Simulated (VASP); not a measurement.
# Cu (P6_3/mmc) in VASP: single point with r2SCAN

Aim: the single point of Cu with r2SCAN.

Program: VASP 6.6.1. These are calculated values, not measurements. Logs are shortened: lines on timing, memory, paths and dates and some standing lists are left out, and cuts for length are marked.

## (1) The cell of the first run

The structure is hexagonal, space group P6_3/mmc (No. 194). Conventional cell: a = 2.534 Å, b = 2.534 Å, c = 4.113 Å, α = 90.00°, β = 90.00°, γ = 120.00°. Cu (site symmetry -6m2) has 12 Cu at 2.52 to 2.53 Å within 3.3 Å.

## (2) Single point, r2SCAN

File POSCAR:

```
Cu
1.0
    2.5340966700      0.0000000000      0.0000000000
   -1.2670483300      2.1945920900      0.0000000000
    0.0000000000      0.0000000000      4.1125710000
Cu
2
Direct
    0.3333333296      0.6666666697      0.2500000000
    0.6666666704      0.3333333303      0.7500000000
```

File INCAR.step1:

```
PREC = Accurate ; ENCUT = 520
ISMEAR = -1 ; SIGMA = 0.15
LREAL = F ; LASPH = T
NELM = 80 ; NBANDS = 18
GGA = PE ; ALGO = Normal
EDIFF = 1E-4 ; LWAVE = T
LCHARG = F
```

File INCAR.step2:

```
PREC = Accurate ; ENCUT = 520
EDIFF = 1E-6 ; ISMEAR = -1
SIGMA = 0.15 ; LREAL = F
LASPH = T ; NELM = 80
ALGO = Normal ; ISIF = 2
LWAVE = F ; LCHARG = T
METAGGA = R2SCAN ; LMIXTAU = T
LELF = T ; LVHAR = T
NBANDS = 18 ; ISTART = 1
```

File KPOINTS:

```
regular mesh
0
Gamma
  14 14 7
```

Potentials or basis: VASP PAW PBE potentials, release 64 (Cu).

Run with:

```
cat potpaw_PBE.64/Cu/POTCAR > POTCAR
cp INCAR.step1 INCAR
mpirun -np 1 vasp_std > vasp.out
cp INCAR.step2 INCAR
mpirun -np 1 vasp_std > vasp.out
```

OUTCAR:

```text
PREC = Accurate
   ENCUT = 520
   EDIFF = 1E-6
   ISMEAR = -1
   LREAL = F
   LASPH = T
   NELM = 80
   ISIF = 2
   METAGGA = R2SCAN
   ISTART = 1

 ion  position               nearest neighbor table
   1  0.333  0.667  0.250-   2 2.52   2 2.52   2 2.52   2 2.52   2 2.52   2 2.52
   2  0.667  0.333  0.750-   1 2.52   1 2.52   1 2.52   1 2.52   1 2.52   1 2.52

  LATTYP: Found a hexagonal cell.
 ALAT       =     2.5340966700
 C/A-ratio  =     1.6228942837

  Lattice vectors:

 A1 = (   2.5340966700,   0.0000000000,   0.0000000000)
 A2 = (  -1.2670483300,   2.1945920900,   0.0000000000)
 A3 = (   0.0000000000,   0.0000000000,   4.1125710000)

Analysis of symmetry for initial positions (statically):
=====================================================================
 Subroutine PRICEL returns:
 Original cell was already a primitive cell.

 Routine SETGRP: Setting up the symmetry group for a
 hexagonal supercell.

 Subroutine GETGRP returns: Found 24 space group operations
 (whereof 12 operations were pure point group operations)
 out of a pool of 24 trial point group operations.

The static configuration has the point symmetry D_3d.
 The point group associated with its full space group is D_6h.

Analysis of symmetry for dynamics (positions and initial velocities):
=====================================================================
 Subroutine PRICEL returns:
 Original cell was already a primitive cell.

 Routine SETGRP: Setting up the symmetry group for a
 hexagonal supercell.

 Subroutine GETGRP returns: Found 24 space group operations
 (whereof 12 operations were pure point group operations)
 out of a pool of 24 trial point group operations.

The dynamic configuration has the point symmetry D_3d.
 The point group associated with its full space group is D_6h.

 Subroutine INISYM returns: Found 24 space group operations
 (whereof 12 operations are pure point group operations),
 and found     1 'primitive' translations

----------------------------------------------------------------------------------------

                                     Primitive cell

  volume of cell :      22.8713

  direct lattice vectors                    reciprocal lattice vectors
     2.534096670  0.000000000  0.000000000     0.394617937  0.227832771  0.000000000
    -1.267048330  2.194592090  0.000000000     0.000000000  0.455665545  0.000000000
     0.000000000  0.000000000  4.112571000     0.000000000  0.000000000  0.243156896

  length of vectors
     2.534096670  2.534096666  4.112571000     0.455665544  0.455665545  0.243156896

  position of ions in fractional coordinates (direct lattice)
     0.333333330  0.666666670  0.250000000
     0.666666670  0.333333330  0.750000000

  ion indices of the primitive-cell ions
   primitive index   ion index
                 1           1
                 2           2

----------------------------------------------------------------------------------------

 KPOINTS: regular mesh

Automatic generation of k-mesh.
 Grid dimensions read from file:
 generate k-points for:   14   14    7

 Generating k-lattice:

  Cartesian coordinates                     Fractional coordinates (reciprocal lattice)
     0.028186995  0.016273769  0.000000000     0.071428571  0.000000000  0.000000000
     0.000000000  0.032547539  0.000000000     0.000000000  0.071428571  0.000000000
     0.000000000  0.000000000  0.034736699     0.000000000  0.000000000  0.142857143

  Length of vectors
     0.032547539  0.032547539  0.034736699

  Shift w.r.t. Gamma in fractional coordinates (k-lattice)
     0.000000000  0.000000000  0.000000000

 Subroutine IBZKPT returns following result:
 ===========================================

 Found     96 irreducible k-points:

 Following reciprocal coordinates:
            Coordinates               Weight
  0.000000  0.000000  0.000000      1.000000
  0.071429  0.000000  0.000000      6.000000
  0.142857  0.000000  0.000000      6.000000
  0.214286  0.000000  0.000000      6.000000
  0.285714  0.000000  0.000000      6.000000
  0.357143  0.000000  0.000000      6.000000
[... 16 lines left out ...]
  0.285714  0.285714  0.000000      6.000000
  0.357143  0.285714  0.000000      6.000000
 [... further k-points ...]
   k-points           NKPTS =     96   k-points in BZ     NKDIM =     96   number of bands    NBANDS=     18
   number of dos      NEDOS =    301   number of ions     NIONS =      2
   total plane-waves  NPLWV =  12800
   dimension x,y,z NGX =    20 NGY =   20 NGZ =   32
   dimension x,y,z NGXF=    40 NGYF=   40 NGZF=   64
   ions per type =               2
   NGX,Y,Z   is equivalent  to a cutoff of  13.12, 13.12, 12.94 a.u.
   NGXF,Y,Z  is equivalent  to a cutoff of  26.24, 26.24, 25.87 a.u.
 SYSTEM =  unknown system
   PREC   = accura    normal or accurate (medium, high low for compatibility)
   ISTART =      1    job   : 0-new  1-cont  2-samecut
   ICHARG =      0    charge: 1-file 2-atom 10-const
   ISPIN  =      1    spin polarized calculation?
   LNONCOLLINEAR =      F non collinear calculations
   LSORBIT =      F    spin-orbit coupling
   LASPH  =      T    aspherical Exc in radial PAW
   ENCUT  =  520.0 eV  38.22 Ry    6.18 a.u.   4.71  4.71  7.65*2*pi/ulx,y,z
   NELM   =     80;   NELMIN=  2; NELMDL=  0     # of ELM steps
   EDIFF  = 0.1E-05   stopping-criterion for ELM
   LREAL  =      F    real-space projection
   EDIFFG = 0.1E-04   stopping-criterion for IOM
   NSW    =      0    number of steps for IOM
   IBRION =     -1    ionic relax: 0-MD 1-quasi-New 2-CG
   NFREE  =      0    steps in history (QN), initial steepest desc. (CG)
   ISIF   =      2    stress and relaxation
   ISYM   =      2    0-nonsym 1-usesym 2-fastsym
   POTIM  = 0.5000    time-step for ionic-motion
   TEBEG  =    0.0;   TEEND  =   0.0 temperature during run
   PSTRESS=    0.0 pullay stress
   NELECT =      22.0000    total number of electrons
   NUPDOWN=      -1.0000    fix difference up-down
   EMIN   =  10.00;   EMAX   =-10.00  energy-range for DOS
   EFERMI =   0.00;   METHOD = LEGACY
   ISMEAR =    -1;   SIGMA  =   0.15  broadening in eV -4-tet -1-fermi 0-gaus
   EFERMI_NEDOS =   21; number of points for ismear=-14 and -15
   IALGO  =     38    algorithm
   IMIX   =      4    mixing-type and parameters
     AMIX     =   0.40;   BMIX     =  1.00
     AMIX_MAG =   1.60;   BMIX_MAG =  1.00
  volume/ion in A,a.u.               =      11.44        77.17
  Fermi-wavevector in a.u.,A,eV,Ry     =   1.616041  3.053874 35.532800  2.611587
  Thomas-Fermi vector in A             =   2.710691
   LORBIT       =      0    0 simple, 1 ext, 2 COOP (PROOUT), +10 PAW based schemes
   METAGGA = R2SCAN    functional components
   LHFCALC =     F    Hartree Fock is set to
   AEXX    =    0.0000 exact exchange contribution
   IVDW    =     0    specifies the selected vdW correction
   LEPSILON=     F    determine dielectric tensor
   LRPA    =     F    only Hartree local field effects (RPA)
 non-spin polarized calculation
  energy-cutoff  :      520.00
  volume of cell :       22.87
 maximum number of plane-waves:       634
 NGX is ok and might be reduce to    20
   NGX =  9   NGY =  9   NGZ = 15

 number of electron      21.9999979 magnetization

 Free energy of the ion-electron system (eV)
  ---------------------------------------------------
  ext. energy  EPLUGINS =         0.00000000
  ---------------------------------------------------
  free energy    TOTEN  =       -21.65390975 eV

  energy without entropy =      -21.60723104  energy(sigma->0) =      -21.63057039

 E-fermi :   7.7809     XC(G=0): -13.9627

 val. band max:        7.7624448222   @ k =   0.5000   0.0000   0.0000
 cond. band min:       7.9180453055   @ k =   0.5000   0.0000   0.4286
 fundamental gap:      0.1556004833
 Fermi energy:         7.7809272528

 k-point     1 :       0.0000    0.0000    0.0000
  band No.  band energies     occupation
      1      -2.1255      2.00000
      2       2.3851      2.00000
      3       4.5784      2.00000
      4       4.6124      2.00000
      5       4.6126      2.00000
      6       4.8398      2.00000
[... 10 lines left out ...]
     17      32.5729      0.00000
     18      32.5730      0.00000

 k-point     2 :       0.0714    0.0000    0.0000
  band No.  band energies     occupation
      1      -1.9508      2.00000
      2       2.4831      2.00000
      3       4.4560      2.00000
      4       4.6759      2.00000
      5       4.7162      2.00000
      6       4.8106      2.00000
[... 10 lines left out ...]
     17      33.4948      0.00000
     18      33.5013      0.00000

 k-point     3 :       0.1429    0.0000    0.0000
  band No.  band energies     occupation
      1      -1.4352      2.00000
      2       2.7438      2.00000
      3       4.2823      2.00000
      4       4.5832      2.00000
      5       4.7025      2.00000
      6       4.8576      2.00000
[... 10 lines left out ...]
     17      31.7889      0.00000
     18      33.5998      0.00000

 k-point     4 :       0.2143    0.0000    0.0000
  band No.  band energies     occupation
      1      -0.6099      2.00000
      2       3.0484      2.00000
      3       4.0510      2.00000
      4       4.1183      2.00000
      5       4.6087      2.00000
      6       4.8447      2.00000
[... 375 lines left out ...]
      4       3.8800      2.00000
      5       4.3619      2.00000
      6       4.5418      2.00000
[... 10 lines left out ...]
     17      21.0329      0.00000
     18      24.1504      0.00000

 k-point    23 :       0.2857    0.2857    0.0000
  band No.  band energies     occupation
      1       3.2119      2.00000
      2       3.2942      2.00000
      3       3.5170      2.00000
      4       3.6378      2.00000
      5       4.3270      2.00000
      6       4.5300      2.00000
[... 10 lines left out ...]
     17      22.3322      0.00000
     18      22.6014      0.00000

 k-point    24 :       0.3571    0.2857    0.0000
  band No.  band energies     occupation
      1       3.2927      2.00000
      2       3.3496      2.00000
      3       3.4613      2.00000
      4       3.7324      2.00000
      5       4.3595      2.00000
      6       4.4393      2.00000
[... 10 lines left out ...]
     17      21.2245      0.00000
     18      22.2084      0.00000

 [... further k-points ...]

------------------------ aborting loop because EDIFF is reached ----------------------------------------

  FORCE on cell =-STRESS in cart. coord.  units (eV):
  Direction    XX          YY          ZZ          XY          YZ          ZX
  --------------------------------------------------------------------------------------
  -------------------------------------------------------------------------------------
  Total        0.0862844      0.0862844      0.3126589      0.0000000      0.0000000      0.0000000
  in kB        6.0443890      6.0443890     21.9023650      0.0000000      0.0000000      0.0000000
  external PRESSURE =      11.3303810 kB  Pullay stress =       0.0000000 kB

 VOLUME and BASIS-vectors are now :
 -----------------------------------------------------------------------------
  energy-cutoff  :      520.00
  volume of cell :       22.87
      direct lattice vectors                 reciprocal lattice vectors
     2.534096670  0.000000000  0.000000000     0.394617937  0.227832771  0.000000000
    -1.267048330  2.194592090  0.000000000     0.000000000  0.455665545  0.000000000
     0.000000000  0.000000000  4.112571000     0.000000000  0.000000000  0.243156896

 POSITION                                       TOTAL-FORCE (eV/Angst)
 -----------------------------------------------------------------------------------
     -0.00000      1.46306      1.02814         0.000000     -0.000000      0.000000
      1.26705      0.73153      3.08443        -0.000000      0.000000      0.000000
 -----------------------------------------------------------------------------------
    total drift:                               -0.000001      0.000000     -0.000000

  FREE ENERGIE OF THE ION-ELECTRON SYSTEM (eV)
  ---------------------------------------------------
  free  energy   TOTEN  =       -21.6539097509 eV

  energy  without entropy=      -21.6072310366  energy(sigma->0) =      -21.63057039
```

It took 79 s on 1 thread of Intel Xeon Platinum 8559C (Emerald Rapids), shared host; peak memory 0.16 GiB.

What came out:

* Free energy: -21.6539 eV
* Pressure: 1.1 GPa
* Band gap on the k mesh: zero (band 11 reaches 11.51 eV, above the bottom of band 12 at 5.77 eV)

Caveat: the PAW data sets were made with another functional, which shifts forces and pressure a little.
